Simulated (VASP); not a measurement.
Here is a VASP 6.6.1 calculation.

INCAR

```
PREC = Accurate
ENCUT = 520
EDIFF = 1E-7
ISMEAR = -1
SIGMA = 0.03
LREAL = F
LASPH = T
NELM = 150
ALGO = Normal
ISIF = 2
LWAVE = F
LCHARG = F
ISPIN = 2
MAGMOM = 0.15 0.15
LORBIT = 11
NUPDOWN = 0.3
LMAXMIX = 4
GGA = PE
NBANDS = 21
```

The input KPOINTS:

```
regular mesh
0
Gamma
  12 12 6
```

File POSCAR:

```
Pt
1.0
    2.7606656158      0.0000000000      0.0000000000
   -1.3803328079      2.3908065546      0.0000000000
    0.0000000000      0.0000000000      4.7921340000
Pt
2
Direct
    0.6666666667      0.3333333333      0.7500000000
    0.3333333333      0.6666666667      0.2500000000
```

Potentials or basis: VASP PAW PBE potentials, release 64 (Pt).

Launch:

```sh
$ cat potpaw_PBE.64/Pt/POTCAR > POTCAR
$ mpirun -np 1 vasp_std > vasp.out
```

**Question.** Estimate the pressure.

**Answer.** -1.2 GPa.

Stress tensor (GPa, compression positive):
```
-1.07  0.00  0.00
 0.00 -1.07  0.00
 0.00  0.00 -1.54
```

Caveat: the total moment is fixed, so each spin has its own Fermi level and the state may be an excited one.
